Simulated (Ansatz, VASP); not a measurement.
## One calculation of ZnS, two programs

```
Zn S
1.0
     3.81100    0.00000    0.00000
    -1.90550    3.30042    0.00000
     0.00000    0.00000    6.23400
Zn S
2 2
Direct
  0.33333 0.66667 0.00000
  0.66667 0.33333 0.50000
  0.33333 0.66667 0.45718
  0.66667 0.33333 0.88500
```

Alike in both runs: task single point; functional PBE; k mesh 12 × 12 × 6; occupations gaussian, width 0.05 eV; no spin polarisation.

```csv
,VASP,Ansatz
version,VASP 6.6.1,Ansatz 0.2.0
potentials or method,"VASP PAW PBE potentials, release 64 (Zn, S), cutoff 520 eV","scalar-relativistic, plane waves, PAW"
valence electrons in the cell,36,36
```

|  | VASP | Ansatz | Ansatz less VASP |
| --- | --- | --- | --- |
| gap on the k mesh at the Fermi level (eV) | 2.20 | 2.19 | -0.008 |
| least direct gap on the mesh (eV) | 2.23 | 2.22 | -0.005 |
| pressure (GPa) | 5.4 | 5.3 | -0.18 |
| traceless stress, the component that is largest in VASP (GPa) | -3.38 | -3.28 | +0.092 |
| rms of the force components (eV/Å) | 0.707 | 0.705 | -0.0020 |

Atom by atom the forces differ by 0.005 eV/Å (rms over components).
